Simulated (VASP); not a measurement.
A run of VASP 6.6.1 is set up as follows.

The input POSCAR:

```
Ir
1.0
   -1.5555326952      1.5555326952      1.5555326952
    1.5555326952     -1.5555326952      1.5555326952
    1.5555326952      1.5555326952     -1.5555326952
Ir
1
Direct
    0.0000000000      0.0000000000      0.0000000000
```

Contents of INCAR.step1:

```
  PREC = Accurate
  ENCUT = 520
  EDIFF = 1E-5
  ISMEAR = 0
  SIGMA = 0.05
  LREAL = F
  LASPH = T
  NELM = 60
  ALGO = Normal
  ISIF = 2
  LWAVE = T
  GGA = PE
  NBANDS = 10
```

Contents of INCAR.step2:

```
  PREC = Accurate
  ENCUT = 520
  EDIFF = 1E-6
  ISMEAR = 0
  SIGMA = 0.05
  LREAL = F
  LASPH = T
  NELM = 60
  ALGO = Normal
  ISIF = 2
  LWAVE = F
  LCHARG = T
  GGA = PE
  LHFCALC = T
  HFSCREEN = 0.2079
  PRECFOCK = Normal
  LELF = T
  LVHAR = T
  ISTART = 1
  NBANDS = 10
```

File KPOINTS:

```
Automatic mesh
0
Gamma
  10 10 10
```

Potentials or basis: VASP PAW PBE potentials, release 64 (Ir).

Launch:

```sh
$ cat potpaw_PBE.64/Ir/POTCAR > POTCAR
$ cp INCAR.step1 INCAR
$ mpirun -np 1 vasp_std > vasp.out
$ cp INCAR.step2 INCAR
$ mpirun -np 1 vasp_std > vasp.out
```

(1) Estimate the pressure.

(2) What does it give for the band gap on the k mesh?

Results:

(1) -10.2 GPa.

(2) zero (an odd number of electrons rules out a gap without spin polarisation).

Caveat: the cell stands under tension; the PAW data sets were made with another functional, which shifts forces and pressure a little; spin-orbit coupling is left out, which moves the levels of the heavy elements.
